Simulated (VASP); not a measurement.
Crystal: ZnO3.

```
CELL_PARAMETERS angstrom
3.29831 0.00000 0.00000
0.00000 3.29831 0.00000
0.00000 0.00000 3.29831
ATOMIC_POSITIONS crystal
Zn 0.00000 0.00000 0.00000
O 0.00000 0.50000 0.50000
O 0.50000 0.00000 0.50000
O 0.50000 0.50000 0.00000
```

* Program: VASP 6.6.1
* Task: relaxation of cell and atoms
* Functional: PBE
* Potentials or basis: VASP PAW PBE potentials, release 64 (Zn, O)
* Cutoff: 600 eV
* k mesh: 6 × 6 × 6
* Occupations: gaussian, width 0.1 eV
* Spin: collinear spin, ferromagnetic start
* Starting moments: [0.0, 1.44, 1.44, 1.44] μB

At the start: pressure 12.1 GPa; volume 8.97 Å³/atom.

Where does the relaxation end?

Over 3 steps the energy falls by 28.2 meV/atom and the volume is 9.77 Å³/atom (+8.9 %); space group Pm-3m (No. 221, to 0.1 Å) before and after; moment 4.00 μB per cell.

Step by step:
| step | energy change (eV) | largest force (eV/Å) | pressure (GPa) | volume (Å³) |
| --- | --- | --- | --- | --- |
| 1 | 0.0000 | 0.0000 | 12.12 | 35.88 |
| 2 | -0.1113 | 0.0000 | -1.27 | 39.52 |
| 3 | -0.1128 | 0.0000 | -0.01 | 39.08 |

Final structure:
```xyz
4
Lattice="3.3936 0.0000 0.0000 0.0000 3.3936 0.0000 0.0000 0.0000 3.3936" Properties=species:S:1:pos:R:3 pbc="T T T"
Zn    0.0000    0.0000    0.0000
O     0.0000    1.6968    1.6968
O     1.6968    0.0000    1.6968
O     1.6968    1.6968    0.0000
```
